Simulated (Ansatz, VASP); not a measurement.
## Cu: VASP beside Ansatz

```
Cu
1.0
     2.53076    0.00000    0.00000
    -1.26538    2.19171    0.00000
     0.00000    0.00000    8.26182
Cu
4
Direct
  0.00000 0.00000 0.00000
  0.33333 0.66667 0.25000
  0.00000 0.00000 0.50000
  0.66667 0.33333 0.75000
```

Alike in both runs: task relaxation of cell and atoms; functional PBEsol; dispersion D3(BJ); k mesh 11 × 11 × 3; no spin polarisation.

|  | VASP | Ansatz |
| --- | --- | --- |
| version | VASP 6.6.1 | Ansatz 0.2.0 |
| potentials or method | VASP PAW PBE potentials, release 64 (Cu), cutoff 600 eV | plane waves, PAW |
| occupations | methfessel-paxton of order 1, width 0.1 eV | methfessel-paxton of order 1 |
| valence electrons in the cell | 44 | 76 |

|  | VASP | Ansatz | Ansatz less VASP |
| --- | --- | --- | --- |
| relaxed volume (Å³/atom) | 10.84 | 10.79 | -0.045 |
| relaxed cell length with the largest relative difference (Å) | 2.479 | 2.476 | -0.0038 |

VASP's potentials were made for PBE, not for PBEsol. VASP's potentials hold 44 valence electrons a cell and Ansatz's 76, so a difference there can come from the potentials and not from the codes.
